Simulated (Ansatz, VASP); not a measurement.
# MgO: VASP beside Ansatz

```xyz
2
Lattice="2.9377 0.0000 0.0000 -1.4689 2.5441 0.0000 0.0000 0.0000 2.6798" Properties=species:S:1:pos:R:3 pbc="T T T"
Mg   -0.0510   -0.0294   -0.0465
O     0.0000    1.6961    1.3399
```

Change from the starting cell: all Mg atoms moved +0.075 Å, as atom 1 towards its neighbour atom 2 (O) at 2.161 Å.

Alike in both runs: task single point; functional PBE; k mesh 12 × 12 × 8; occupations gaussian, width 0.05 eV; no spin polarisation.

|  | VASP | Ansatz |
| --- | --- | --- |
| version | VASP 6.6.1 | Ansatz 0.2.0 |
| potentials or method | VASP PAW PBE potentials, release 64 (Mg, O), cutoff 520 eV | scalar-relativistic, plane waves, PAW |
| valence electrons in the cell | 8 | 16 |

VASP gave:

* gap on the k mesh at the Fermi level (eV): 3.00
* least direct gap on the mesh (eV): 3.40
* pressure (GPa): -0.2
* traceless stress, the component that is largest in VASP (GPa): 0.47
* rms of the force components (eV/Å): 0.165

Q: What did Ansatz give for the same quantities?

A: gap on the k mesh at the Fermi level (eV): 3.02; least direct gap on the mesh (eV): 3.42; pressure (GPa): 0.4; traceless stress, the component that is largest in VASP (GPa): 0.46; rms of the force components (eV/Å): 0.162.

Atom by atom the forces differ by 0.003 eV/Å (rms over components). With one functional, cell and mesh, what is left measures potentials, basis and numerics. VASP's potentials hold 8 valence electrons a cell and Ansatz's 16, so a difference there can come from the potentials and not from the codes.
